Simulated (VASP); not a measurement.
**ZnCu: single point with PBEsol**

The system is ZnCu.

```xyz
2
Lattice="2.9450 0.0000 0.0000 0.0000 2.9450 0.0000 0.0000 0.0000 2.9450" Properties=species:S:1:pos:R:3 pbc="T T T"
Zn    1.4292    1.4292    1.4292
Cu    0.0000    0.0000    0.0000
```

This cell differs from its parent crystal: all Zn atoms moved +0.075 Å, as atom 1 towards its neighbour atom 2 (Cu) at 2.550 Å.

```yaml
Program: VASP 6.6.1
Task: single point
Functional: PBEsol
Potentials_or_basis: VASP PAW PBE potentials, release 64 (Zn, Cu)
Cutoff: 520 eV
k_mesh: 16 × 16 × 16
Occupations: gaussian, width 0.15 eV
Spin: no spin polarisation
Dipole_correction: no
Further_INCAR_settings: ALGO = Fast; EDIFF = 1e-06; NBANDS = 18
```

```yaml
Pressure: -3.3 GPa
Largest_force: 0.343 eV/Å
Band_gap_on_the_k_mesh: zero (an odd number of electrons rules out a gap without spin polarisation)
```

Forces on the atoms (eV/Å):
```
Zn   0.198  0.198  0.198
Cu  -0.198 -0.198 -0.198
```

Stress tensor (GPa, compression positive):
```
-3.33  0.21  0.21
 0.21 -3.33  0.21
 0.21  0.21 -3.33
```

Levels at points of the mesh, in eV from the Fermi level:
```csv
k point,band 8,band 9,band 10,band 11,band 12,band 13,band 14,band 15,band 16,band 17
"(0.00, 0.00, 0.00)",-3.56,-2.72,-2.72,-2.72,6.22,6.22,6.22,11.27,11.27,12.24
"(0.50, 0.00, 0.00)",-3.67,-3.27,-3.26,-2.79,-1.99,11.64,11.65,12.34,12.35,13.49
"(0.50, 0.50, 0.00)",-2.87,-2.87,-2.48,-1.89,-1.89,1.76,2.10,13.92,15.53,15.54
"(0.50, 0.50, 0.50)",-4.28,-2.46,-2.46,3.82,4.12,4.25,4.25,4.61,4.61,4.77
```

It took 3.4 min on 1 thread of Oxide Virtual Turin-like Processor, with other jobs on the host, peak memory 0.27 GiB.

Caveat: the cell differs from its parent crystal (all Zn atoms moved +0.075 Å, as atom 1 towards its neighbour atom 2 (Cu) at 2.550 Å); the cell stands under tension; the PAW data sets were made with another functional, which shifts forces and pressure a little.
